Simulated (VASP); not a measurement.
Runs of VASP 6.6.1 on ZnSe. The structure is that of space group F-43m (No. 216), or close to it. The cells are those of the table. 

```csv
task,level,cell,cutoff (eV),gap on the mesh (eV),pressure (GPa),relaxed volume (Å³/atom)
single point,r2SCAN+rVV10,"a = 3.988 Å, angles 60.0°, 2 atoms",520,1.88,0.3,-
relaxation of cell and atoms,RPBE,"relaxed from a = 4.008 Å, angles 60.0°, 2 atoms",600,(a),0.0,24.57
single point,PBE+D3(BJ),"a = 3.999 Å, angles 60.0°, 2 atoms",520,(b),0.2,-
relaxation of cell and atoms,r2SCAN+rVV10,"relaxed from a = 4.008 Å, angles 60.0°, 2 atoms",600,(c),0.0,22.50
single point,RPBE,"a = 4.107 Å, angles 60.0°, 2 atoms",520,1.16,0.2,-
single point,revPBE+D3(BJ),"a = 3.979 Å, angles 60.0°, 2 atoms",520,1.49,0.3,-
relaxation of cell and atoms,revPBE+D3(BJ),"relaxed from a = 4.008 Å, angles 60.0°, 2 atoms",600,(d),0.0,22.37
relaxation of cell and atoms,PBE+D3(BJ),"relaxed from a = 4.008 Å, angles 60.0°, 2 atoms",600,1.30,0.0,22.68
```

Alike in all rows: potentials or basis VASP PAW PBE potentials, release 64 (Zn, Se); no spin polarisation; k mesh 6 × 6 × 6; smearing gaussian 0.01 eV.

Task: Fill in the values left out.

Result: (a) 1.15; (b) 1.31; (c) 1.87; (d) 1.48.

Caveats: the PAW data sets were made with another functional, which shifts forces and pressure a little (at least some runs).

A k mesh can miss the band edges, and the runs leave out spin-orbit coupling on Se.
